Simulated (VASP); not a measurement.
FeO: single point with LDA+U

Crystal: FeO.

```
Fe O
1.0
     0.00000    2.38188    2.38188
     2.38188    0.00000    2.38188
     2.38188    2.38188    0.00000
Fe O
1 1
Direct
  0.00000 0.00000 0.00000
  0.25000 0.25000 0.25000
```

```yaml
Program: VASP 6.6.1
Task: single point
Functional: LDA
Potentials_or_basis: VASP PAW LDA potentials, release 64 (Fe, O)
Cutoff: 520 eV
k_mesh: 7 × 7 × 7
Occupations: gaussian, width 0.05 eV
Spin: collinear spin, ferromagnetic start
Starting_moments: "[4.0, 0.0] μB"
Hubbard_terms: Fe d U = 3.0 eV, J = 0.7 eV
```

```json
{
 "Pressure": "-20.9 GPa",
 "Net moment": "4.05 μB per cell",
 "Site moments": "Fe +3.72; O +0.26 μB",
 "Valence electrons inside the program's atomic spheres": "Fe 6.70; O 4.93"
}
```

Levels at points of the mesh, in eV from the Fermi level:
Spin up:
```csv
k point,band 6,band 7,band 8,band 9,band 10,band 11,band 12,band 13
"(0.00, 0.00, 0.00)",-5.01,-1.35,-1.35,-1.35,-1.22,11.71,11.71,11.71
```
Spin down:
```tsv
k point	band 2	band 3	band 4	band 5	band 6	band 7	band 8	band 9
(0.00, 0.00, 0.00)	-4.97	-4.97	-4.97	-0.68	0.39	0.39	1.84	1.84
```

Eigenvalues of the final occupation matrices:
```
    site  spin  trace               eigenvalues
site 1 d     1   4.84  0.96 0.96 0.97 0.97 0.97
site 1 d     2   1.18  0.12 0.12 0.32 0.32 0.32
```

Run time: 12 s on 1 thread of Intel(R) Xeon(R) 6975P-C (Granite Rapids), on a shared host, peak memory 0.15 GiB.

Caveat: a cell with one magnetic atom can't hold antiferromagnetic order, which such compounds often take. The state reached can hang on the start; a lower one may exist.
